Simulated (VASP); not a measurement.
Set up this calculation in VASP 6.6.1, as the native input.

| Property | Result |
| --- | --- |
| Task | single point |
| Functional | PBE |
| Potentials or basis | VASP PAW PBE potentials, release 64 (Cs_sv, Au) |
| Cutoff | 520 eV |
| k mesh | 6 × 6 × 2 |
| Occupations | gaussian, width 0.1 eV |
| Spin | no spin polarisation |
| Dipole correction | no |
| Further INCAR settings | ALGO = Normal; EDIFF = 1e-07; NBANDS = 22 |

The structure of Cs2Au lies in POSCAR:

```
Cs2Au
1.0
    5.3316087900      0.0000000000      0.0000000000
   -2.6658043900      4.6173086500      0.0000000000
    0.0000000000      0.0000000000     10.6517650200
Cs Au
2 1
Direct
    0.3333333300      0.6666666700      0.2793371100
    0.6666666700      0.3333333300      0.7206628900
    0.0000000000      0.0000000000      0.0000000000
```

The cell was generated, and may not be a known phase.

One way to write it, as run:

INCAR

```
SYSTEM = Cs2Au
PREC = Accurate
ENCUT = 520
EDIFF = 1E-7
ISMEAR = 0
SIGMA = 0.1
LREAL = .FALSE.
LASPH = .TRUE.
NELM = 100
ALGO = Normal
ISIF = 2
LWAVE = .FALSE.
LCHARG = .FALSE.
GGA = PE
NBANDS = 22
```

KPOINTS

```
Automatic mesh
0
G
  6 6 2
  0 0 0
```

Potentials or basis: VASP PAW PBE potentials, release 64 (Cs_sv, Au).

Launch:

```bash
$ cat potpaw_PBE.64/Cs_sv/POTCAR potpaw_PBE.64/Au/POTCAR > POTCAR
$ mpirun -np 1 vasp_std > vasp.out
```

It gave:

The pressure is -0.8 GPa, the largest force is 0.522 eV/Å and the band gap on the k mesh is zero (an odd number of electrons rules out a gap without spin polarisation).

Caveat: spin-orbit coupling is left out, which moves the levels of the heavy elements.

Wall time 39 s on 1 thread of Intel(R) Xeon(R) 6975P-C (Granite Rapids), on a shared host, peak memory 0.37 GiB.
